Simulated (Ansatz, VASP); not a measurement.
Ag in VASP and in Ansatz

File INCAR:

```
  PREC = Accurate
  ENCUT = 520
  EDIFF = 1E-6
  ISMEAR = -1
  SIGMA = 0.05
  LREAL = False
  LASPH = True
  NELM = 80
  ALGO = Fast
  ISIF = 2
  LWAVE = False
  LCHARG = True
  GGA = CA
  LELF = True
  LVHAR = True
  NBANDS = 18
```

KPOINTS

```
regular mesh
0
Gamma
  10 10 6
```

Contents of POSCAR:

```
Ag
1.0
    2.9874655697      0.0000000000      0.0000000000
   -1.4937327848      2.5872210763      0.0000000000
    0.0000000000      0.0000000000      4.8839454194
Ag
2
Direct
    0.6666666667      0.3333333333      0.7500000000
    0.3333333333      0.6666666667      0.2500000000
```

The input input.yaml:

```yaml
crystal:
  lattice:
    - [2.9874655697, 0.0, 0.0]
    - [-1.4937327848, 2.5872210763, 0.0]
    - [0.0, 0.0, 4.8839454194]
  atoms:
    - { symbol: Ag, position: [0.6666666667, 0.3333333333, 0.75] }
    - { symbol: Ag, position: [0.3333333333, 0.6666666667, 0.25] }
hamiltonian:
  xc: lda
  pseudopotentials: { kind: paw }
kpoints:
  mp_grid: { grid: [10, 10, 6] }
scf:
  occupations: { method: fermi_dirac, width: 0.05 }
output:
  forces: true
  stress: true
  eigenvalues: true
```

Alike in both runs: task single point; functional LDA; k mesh 10 × 10 × 6; occupations fermi-dirac, width 0.05 eV; no spin polarisation.

```csv
,VASP,Ansatz
version,VASP 6.6.1,Ansatz 0.2.0
potentials or method,"VASP PAW LDA potentials, release 64 (Ag)",Ansatz PAW
plane-wave cutoff (eV),520,420
valence electrons in the cell,22,38
```

|  | VASP | Ansatz | Ansatz less VASP |
| --- | --- | --- | --- |
| gap on the k mesh at the Fermi level (eV) | none | none | - |
| pressure (GPa) | -13.7 | -14.0 | -0.27 |
| traceless stress, the component that is largest in VASP (GPa) | -0.41 | -0.41 | +0.004 |

LDA's correlation is that of Perdew and Zunger in VASP and of Perdew and Wang (1992) in Ansatz. A gap of «none» marks a metal or a gap that the smearing closes. VASP's potentials hold 22 valence electrons a cell and Ansatz's 38, so a difference there can come from the potentials and not from the codes.
